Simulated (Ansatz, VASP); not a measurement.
## Two plane-wave programs on Mg2Ge3N

Contents of INCAR:

```
SYSTEM = Mg2Ge3N
PREC = Accurate
ENCUT = 520
EDIFF = 1E-6
ISMEAR = 0
SIGMA = 0.1
LREAL = .False.
LASPH = .True.
NELM = 60
ALGO = Normal
ISIF = 2
LWAVE = .False.
LCHARG = .False.
GGA = PE
NBANDS = 34
```

Contents of KPOINTS:

```
Automatic mesh
0
Gamma
  6 6 6
  0 0 0
```

Contents of POSCAR:

```
Mg2Ge3N
1.0
    2.6928020200      1.5546899700      4.2400667500
   -2.6928020200      1.5546899700      4.2400667500
    0.0000000000     -3.1093799400      4.2400667500
Mg Ge N
2 3 1
Direct
    0.6257190100      0.6257190100      0.6257190100
    0.3742809900      0.3742809900      0.3742809900
    0.0000000000      0.5000000000      0.0000000000
    0.5000000000      0.0000000000      0.0000000000
    0.0000000000      0.0000000000      0.5000000000
    0.0000000000      0.0000000000      0.0000000000
```

Input for Ansatz:

```yaml
crystal:
  lattice:
    - [2.69280202, 1.55468997, 4.24006675]
    - [-2.69280202, 1.55468997, 4.24006675]
    - [0.0, -3.10937994, 4.24006675]
  atoms:
    - { symbol: Mg, position: [0.62571901, 0.62571901, 0.62571901] }
    - { symbol: Mg, position: [0.37428099, 0.37428099, 0.37428099] }
    - { symbol: Ge, position: [0.0, 0.5, 0.0] }
    - { symbol: Ge, position: [0.5, 0.0, 0.0] }
    - { symbol: Ge, position: [0.0, 0.0, 0.5] }
    - { symbol: "N", position: [0.0, 0.0, 0.0] }
basis:
  ecutwfc: 420
kpoints:
  mp_grid: { grid: [6, 6, 6] }
hamiltonian:
  xc: pbe
scf:
  occupations: { method: gaussian, width: 0.1 }
  lower_state_search: "off"
output:
  forces: true
  stress: true
  eigenvalues: true
```

Change from the starting cell: species swapped into the Tb2Al3Fe type (R-3m, No. 166).

Alike in both runs: task single point; functional PBE; k mesh 6 × 6 × 6; occupations gaussian, width 0.1 eV; no spin polarisation.

|  | VASP | Ansatz |
| --- | --- | --- |
| version | VASP 6.6.1 | Ansatz 0.2.0 |
| potentials or method | VASP PAW PBE potentials, release 64 (Mg, Ge_d, N), cutoff 520 eV | scalar-relativistic, plane waves, PAW |
| valence electrons in the cell | 51 | 67 |

|  | VASP | Ansatz | Ansatz less VASP |
| --- | --- | --- | --- |
| gap on the k mesh at the Fermi level (eV) | none | none | - |
| pressure (GPa) | -1.4 | -1.3 | +0.08 |
| traceless stress, the component that is largest in VASP (GPa) | -5.49 | -5.46 | +0.030 |
| rms of the force components (eV/Å) | 0.015 | 0.015 | +0.0005 |

Atom by atom the forces differ by 0.000 eV/Å (rms over components). A gap of «none» marks a metal or a gap that the smearing closes. With one functional, cell and mesh, what is left measures potentials, basis and numerics. VASP's potentials hold 51 valence electrons a cell and Ansatz's 67, so a difference there can come from the potentials and not from the codes.
